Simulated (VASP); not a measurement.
Crystal: Ni.

```
Ni
1.0
     0.00000    1.76900    1.76900
     1.76900    0.00000    1.76900
     1.76900    1.76900    0.00000
Ni
1
Direct
  0.00000 0.00000 0.00000
```

Base run:

| Item | Value |
| --- | --- |
| Program | VASP 6.6.1 |
| Functional | PBE |
| Potentials or basis | VASP PAW PBE potentials, release 64 (Ni) |
| Cutoff | 600 eV |
| k mesh | 14 × 14 × 14 |
| Occupations | gaussian, width 0.1 eV |
| Spin | collinear spin, ferromagnetic start |
| Starting moments | [2.0] μB |

Its results: pressure -3.3 GPa; net moment 0.60 μB per cell; site moments Ni +0.62 μB.

Problem. The run is repeated on the same cell with these changes: cutoff from 600 eV to 520 eV; k mesh from 14 × 14 × 14 to 7 × 7 × 7. What comes out?

Solution. Pressure -3.7 GPa; net moment 0.49 μB per cell; site moments Ni +0.51 μB.

Caveats: some runs use coarse meshes.
